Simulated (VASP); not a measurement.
As, 1 atom in the cell. The structure is cubic, space group Pm-3m (No. 221). Conventional cell: a = 2.697 Å, b = 2.697 Å, c = 2.697 Å, α = 90.00°, β = 90.00°, γ = 90.00°. Within 3.6 Å of As (site symmetry m-3m) lie 6 As at 2.70 Å. This isn't the form of As at room conditions, which is rhombohedral.

- Program: VASP 6.6.1
- Task: single point
- Functional: HSE06
- Potentials or basis: VASP PAW PBE potentials, release 64 (As)
- Cutoff: 520 eV
- k mesh: 5 × 5 × 5
- Occupations: fermi-dirac, width 0.05 eV
- Spin: no spin polarisation
- Dipole correction: no
- Grid for exact exchange (PRECFOCK): Normal
- Further INCAR settings: ALGO = Normal; EDIFF = 1e-06; NBANDS = 8
- Share of exact exchange: 0.25
- Screening parameter: 0.2079 1/Å

Potentials or basis: VASP PAW PBE potentials, release 64 (As).

Run with:

```console
$ cat potpaw_PBE.64/As/POTCAR > POTCAR
$ cp INCAR.step1 INCAR
$ mpirun -np 1 vasp_std > vasp.out
$ cp INCAR.step2 INCAR
$ mpirun -np 1 vasp_std > vasp.out
```

Hardware: 1 thread of Intel(R) Xeon(R) Platinum 8259CL CPU @ 2.50GHz (Skylake/Cascade Lake), on a shared host.

Q: Estimate the wall time of this run.

A: It took 42 s on 1 thread of Intel(R) Xeon(R) Platinum 8259CL CPU @ 2.50GHz (Skylake/Cascade Lake) (shared host), peak memory 0.22 GiB. Counts: k points 10.
